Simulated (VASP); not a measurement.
# In (I4_1/amd) in VASP: single point with PBEsol

Aim: the single point of In with PBEsol.

All numbers are computed with VASP 6.6.1; they aren't measurements. Logs are shortened: lines on timing, memory, paths and dates and some standing lists are left out, and cuts for length are marked.

## Step 1: The cell of the first run

It takes space group I4_1/amd (No. 141, tetragonal). Conventional cell: a = 5.835 Å, b = 5.835 Å, c = 3.183 Å, α = 90.00°, β = 90.00°, γ = 90.00°. In (site symmetry -4m2) has 10 In at 3.02 to 3.77 Å within 4.0 Å.

## Step 2: Single point, PBEsol

Contents of INCAR:

```
SYSTEM = In
PREC = Accurate ; ENCUT = 500
EDIFF = 1E-6 ; ISMEAR = 0
SIGMA = 0.1 ; LREAL = .False.
LASPH = .True. ; NELM = 120
ALGO = Normal ; ISIF = 2
LWAVE = .False. ; LCHARG = .False.
GGA = PS ; NBANDS = 20
GGA_COMPAT = .False.
```

Contents of KPOINTS:

```
regular mesh
0
Gamma
  6 6 6
  0 0 0
```

Contents of POSCAR:

```
In
1.0
   -2.9174576516      2.9174576516      1.5915270036
    2.9174576516     -2.9174576516      1.5915270036
    2.9174576516      2.9174576516     -1.5915270036
In
2
Direct
    0.0000000000      0.0000000000      0.0000000000
    0.7500000000      0.2500000000      0.5000000000
```

Potentials or basis: VASP PAW PBE potentials, release 64 (In_d).

Started as:

```sh
$ cat potpaw_PBE.64/In_d/POTCAR > POTCAR
$ mpirun -np 1 vasp_std > vasp.out
```

OUTCAR:

```text
SYSTEM = In
   PREC = Accurate
   ENCUT = 500
   EDIFF = 1E-6
   ISMEAR = 0
   LREAL = .False.
   LASPH = .True.
   NELM = 120
   ISIF = 2
   GGA = PS

 ion  position               nearest neighbor table
   1  0.000  0.000  0.000-   2 3.02   2 3.02   2 3.02   2 3.02   2 3.77   2 3.77   2 3.77   2 3.77

   2  0.750  0.250  0.500-   1 3.02   1 3.02   1 3.02   1 3.02   1 3.77   1 3.77   1 3.77   1 3.77

  LATTYP: Found a body centered tetragonal cell.
 ALAT       =     5.8349153032
 C/A-ratio  =     0.5455184594

  Lattice vectors:

 A1 = (  -2.9174576516,   2.9174576516,   1.5915270036)
 A2 = (   2.9174576516,  -2.9174576516,   1.5915270036)
 A3 = (   2.9174576516,   2.9174576516,  -1.5915270036)

Analysis of symmetry for initial positions (statically):
=====================================================================
 Subroutine PRICEL returns:
 Original cell was already a primitive cell.

 Routine SETGRP: Setting up the symmetry group for a
 body centered tetragonal supercell.

 Subroutine GETGRP returns: Found 16 space group operations
 (whereof  8 operations were pure point group operations)
 out of a pool of 16 trial point group operations.

The static configuration has the point symmetry D_2d.
 The point group associated with its full space group is D_4h.

Analysis of symmetry for dynamics (positions and initial velocities):
=====================================================================
 Subroutine PRICEL returns:
 Original cell was already a primitive cell.

 Routine SETGRP: Setting up the symmetry group for a
 body centered tetragonal supercell.

 Subroutine GETGRP returns: Found 16 space group operations
 (whereof  8 operations were pure point group operations)
 out of a pool of 16 trial point group operations.

The dynamic configuration has the point symmetry D_2d.
 The point group associated with its full space group is D_4h.

 Subroutine INISYM returns: Found 16 space group operations
 (whereof  8 operations are pure point group operations),
 and found     1 'primitive' translations

----------------------------------------------------------------------------------------

                                     Primitive cell

  volume of cell :      54.1855

  direct lattice vectors                    reciprocal lattice vectors
    -2.917457652  2.917457652  1.591527004     0.000000000  0.171382093  0.314163692
     2.917457652 -2.917457652  1.591527004     0.171382093  0.000000000  0.314163692
     2.917457652  2.917457652 -1.591527004     0.171382093  0.171382093  0.000000000

  length of vectors
     4.422225288  4.422225288  4.422225288     0.357869596  0.357869596  0.242370881

  position of ions in fractional coordinates (direct lattice)
     0.000000000  0.000000000  0.000000000
     0.750000000  0.250000000  0.500000000

  ion indices of the primitive-cell ions
   primitive index   ion index
                 1           1
                 2           2

----------------------------------------------------------------------------------------

 KPOINTS: regular mesh

Automatic generation of k-mesh.
 Grid dimensions read from file:
 generate k-points for:    6    6    6

 Generating k-lattice:

  Cartesian coordinates                     Fractional coordinates (reciprocal lattice)
     0.000000000  0.028563682  0.052360615     0.166666667  0.000000000 -0.000000000
     0.028563682  0.000000000  0.052360615     0.000000000  0.166666667 -0.000000000
     0.028563682  0.028563682  0.000000000     0.000000000  0.000000000  0.166666667

  Length of vectors
     0.059644933  0.059644933  0.040395147

  Shift w.r.t. Gamma in fractional coordinates (k-lattice)
     0.000000000  0.000000000  0.000000000

 Subroutine IBZKPT returns following result:
 ===========================================

 Found     30 irreducible k-points:

 Following reciprocal coordinates:
            Coordinates               Weight
  0.000000  0.000000  0.000000      1.000000
  0.166667  0.000000  0.000000      8.000000
  0.333333  0.000000 -0.000000      8.000000
  0.500000  0.000000  0.000000      4.000000
  0.166667  0.166667  0.000000      8.000000
  0.333333  0.166667 -0.000000     16.000000
[... 16 lines left out ...]
 -0.333333 -0.333333  0.166667      8.000000
 -0.166667 -0.333333  0.166667      8.000000
 [... further k-points ...]
   k-points           NKPTS =     30   k-points in BZ     NKDIM =     30   number of bands    NBANDS=     20
   number of dos      NEDOS =    301   number of ions     NIONS =      2
   total plane-waves  NPLWV =  32768
   dimension x,y,z NGX =    32 NGY =   32 NGZ =   32
   dimension x,y,z NGXF=    64 NGYF=   64 NGZF=   64
   ions per type =               2
   NGX,Y,Z   is equivalent  to a cutoff of  12.03, 12.03, 12.03 a.u.
   NGXF,Y,Z  is equivalent  to a cutoff of  24.06, 24.06, 24.06 a.u.
 SYSTEM =  In
   PREC   = accura    normal or accurate (medium, high low for compatibility)
   ISTART =      0    job   : 0-new  1-cont  2-samecut
   ICHARG =      2    charge: 1-file 2-atom 10-const
   ISPIN  =      1    spin polarized calculation?
   LNONCOLLINEAR =      F non collinear calculations
   LSORBIT =      F    spin-orbit coupling
   LASPH  =      T    aspherical Exc in radial PAW
   ENCUT  =  500.0 eV  36.75 Ry    6.06 a.u.   8.06  8.06  8.06*2*pi/ulx,y,z
   NELM   =    120;   NELMIN=  2; NELMDL= -5     # of ELM steps
   EDIFF  = 0.1E-05   stopping-criterion for ELM
   LREAL  =      F    real-space projection
   EDIFFG = 0.1E-04   stopping-criterion for IOM
   NSW    =      0    number of steps for IOM
   IBRION =     -1    ionic relax: 0-MD 1-quasi-New 2-CG
   NFREE  =      0    steps in history (QN), initial steepest desc. (CG)
   ISIF   =      2    stress and relaxation
   ISYM   =      2    0-nonsym 1-usesym 2-fastsym
   POTIM  = 0.5000    time-step for ionic-motion
   TEBEG  =    0.0;   TEEND  =   0.0 temperature during run
   PSTRESS=    0.0 pullay stress
   NELECT =      26.0000    total number of electrons
   NUPDOWN=      -1.0000    fix difference up-down
   EMIN   =  10.00;   EMAX   =-10.00  energy-range for DOS
   EFERMI =   0.00;   METHOD = LEGACY
   ISMEAR =     0;   SIGMA  =   0.10  broadening in eV -4-tet -1-fermi 0-gaus
   EFERMI_NEDOS =   21; number of points for ismear=-14 and -15
   IALGO  =     38    algorithm
   IMIX   =      4    mixing-type and parameters
     AMIX     =   0.40;   BMIX     =  1.00
     AMIX_MAG =   1.60;   BMIX_MAG =  1.00
  volume/ion in A,a.u.               =      27.09       182.83
  Fermi-wavevector in a.u.,A,eV,Ry     =   1.281656  2.421979 22.349513  1.642643
  Thomas-Fermi vector in A             =   2.414013
   LORBIT       =      0    0 simple, 1 ext, 2 COOP (PROOUT), +10 PAW based schemes
   GGA     = PS    functional components
   LHFCALC =     F    Hartree Fock is set to
   AEXX    =    0.0000 exact exchange contribution
   IVDW    =     0    specifies the selected vdW correction
   LEPSILON=     F    determine dielectric tensor
   LRPA    =     F    only Hartree local field effects (RPA)
 non-spin polarized calculation
 Gauss-broadening in eV      SIGMA  =   0.10
  energy-cutoff  :      500.00
  volume of cell :       54.19
 maximum number of plane-waves:      1391
   NGX = 17   NGY = 17   NGZ = 17

 number of electron      25.9999980 magnetization

 Free energy of the ion-electron system (eV)
  ---------------------------------------------------
  ext. energy  EPLUGINS =         0.00000000
  ---------------------------------------------------
  free energy    TOTEN  =        -5.78818647 eV

  energy without entropy =       -5.77431581  energy(sigma->0) =       -5.78125114

 E-fermi :   6.9134     XC(G=0): -10.1994

 val. band max:        6.8861165422   @ k =   0.5000   0.0000   0.0000
 cond. band min:       6.9379975057   @ k =   0.3333   0.1667  -0.0000
 fundamental gap:      0.0518809636
 Fermi energy:         6.9133869782

 k-point     1 :       0.0000    0.0000    0.0000
  band No.  band energies     occupation
      1      -8.0201      2.00000
      2      -7.8550      2.00000
      3      -7.8407      2.00000
      4      -7.7804      2.00000
      5      -7.4798      2.00000
      6      -7.4798      2.00000
[... 12 lines left out ...]
     19      16.2028      0.00000
     20      18.5652      0.00000

 k-point     2 :       0.1667    0.0000    0.0000
  band No.  band energies     occupation
      1      -7.9898      2.00000
      2      -7.8125      2.00000
      3      -7.7608      2.00000
      4      -7.6768      2.00000
      5      -7.5551      2.00000
      6      -7.5248      2.00000
[... 12 lines left out ...]
     19      14.5872      0.00000
     20      16.3354      0.00000

 k-point     3 :       0.3333    0.0000   -0.0000
  band No.  band energies     occupation
      1      -7.9270      2.00000
      2      -7.7482      2.00000
      3      -7.7042      2.00000
      4      -7.6724      2.00000
      5      -7.6375      2.00000
      6      -7.5411      2.00000
[... 12 lines left out ...]
     19      14.5555      0.00000
     20      14.9747      0.00000

 k-point     4 :       0.5000    0.0000    0.0000
  band No.  band energies     occupation
      1      -7.8920      2.00000
      2      -7.7692      2.00000
      3      -7.7685      2.00000
      4      -7.6853      2.00000
      5      -7.6070      2.00000
      6      -7.5754      2.00000
[... 12 lines left out ...]
     19      15.7087      0.00000
     20      17.6307      0.00000

 k-point     5 :       0.1667    0.1667    0.0000
  band No.  band energies     occupation
      1      -7.9484      2.00000
      2      -7.7483      2.00000
      3      -7.7240      2.00000
      4      -7.6276      2.00000
      5      -7.5929      2.00000
      6      -7.5747      2.00000
[... 12 lines left out ...]
     19      13.8594      0.00000
     20      16.0005      0.00000
[... 353 lines left out ...]
      6      -7.5037      2.00000
[... 12 lines left out ...]
     19      17.6879      0.00000
     20      18.3847      0.00000

 k-point    22 :      -0.1667    0.5000    0.1667
  band No.  band energies     occupation
      1      -7.8608      2.00000
      2      -7.7410      2.00000
      3      -7.7068      2.00000
      4      -7.6647      2.00000
      5      -7.5889      2.00000
      6      -7.5445      2.00000
[... 12 lines left out ...]
     19      18.1408      0.00000
     20      18.3774      0.00000

 k-point    23 :      -0.3333   -0.3333    0.1667
  band No.  band energies     occupation
      1      -7.8639      2.00000
      2      -7.7400      2.00000
      3      -7.6500      2.00000
      4      -7.6072      2.00000
      5      -7.5911      2.00000
      6      -7.5633      2.00000
[... 12 lines left out ...]
     19      17.7378      0.00000
     20      18.7797      0.00000

 k-point    24 :      -0.1667   -0.3333    0.1667
  band No.  band energies     occupation
      1      -7.9088      2.00000
      2      -7.7476      2.00000
      3      -7.7198      2.00000
      4      -7.6657      2.00000
      5      -7.6143      2.00000
      6      -7.5705      2.00000
[... 12 lines left out ...]
     19      14.8176      0.00000
     20      17.9750      0.00000

 [... further k-points ...]

------------------------ aborting loop because EDIFF is reached ----------------------------------------

  FORCE on cell =-STRESS in cart. coord.  units (eV):
  Direction    XX          YY          ZZ          XY          YZ          ZX
  --------------------------------------------------------------------------------------
  -------------------------------------------------------------------------------------
  Total       -0.0836175     -0.0836175     -0.6493716      0.0000000      0.0000000      0.0000000
  in kB       -2.4724324     -2.4724324    -19.2008630      0.0000000      0.0000000      0.0000000
  external PRESSURE =      -8.0485759 kB  Pullay stress =       0.0000000 kB

 VOLUME and BASIS-vectors are now :
 -----------------------------------------------------------------------------
  energy-cutoff  :      500.00
  volume of cell :       54.19
      direct lattice vectors                 reciprocal lattice vectors
    -2.917457652  2.917457652  1.591527004     0.000000000  0.171382093  0.314163692
     2.917457652 -2.917457652  1.591527004     0.171382093  0.000000000  0.314163692
     2.917457652  2.917457652 -1.591527004     0.171382093  0.171382093  0.000000000

 POSITION                                       TOTAL-FORCE (eV/Angst)
 -----------------------------------------------------------------------------------
      0.00000      0.00000      0.00000         0.000000     -0.000000     -0.000000
     -0.00000      2.91746      0.79576        -0.000000      0.000000      0.000000
 -----------------------------------------------------------------------------------
    total drift:                                0.000000     -0.000000      0.000000

  FREE ENERGIE OF THE ION-ELECTRON SYSTEM (eV)
  ---------------------------------------------------
  free  energy   TOTEN  =        -5.7881864663 eV

  energy  without entropy=       -5.7743158082  energy(sigma->0) =       -5.78125114
```

It took 20 s on 1 thread of AMD EPYC 7R13 (Zen 3), shared host; peak memory 0.15 GiB.

Results:

- Free energy: -5.7882 eV
- Pressure: -0.8 GPa
- Band gap on the k mesh: zero (bands 13 and 14 overlap by 6.00 eV)

Caveat: the k points lie up to 0.37 Å⁻¹ apart, too coarse for converged energies and pressures of a metal; the PAW data sets were made with another functional, which shifts forces and pressure a little; spin-orbit coupling is left out, which moves the levels of the heavy elements.
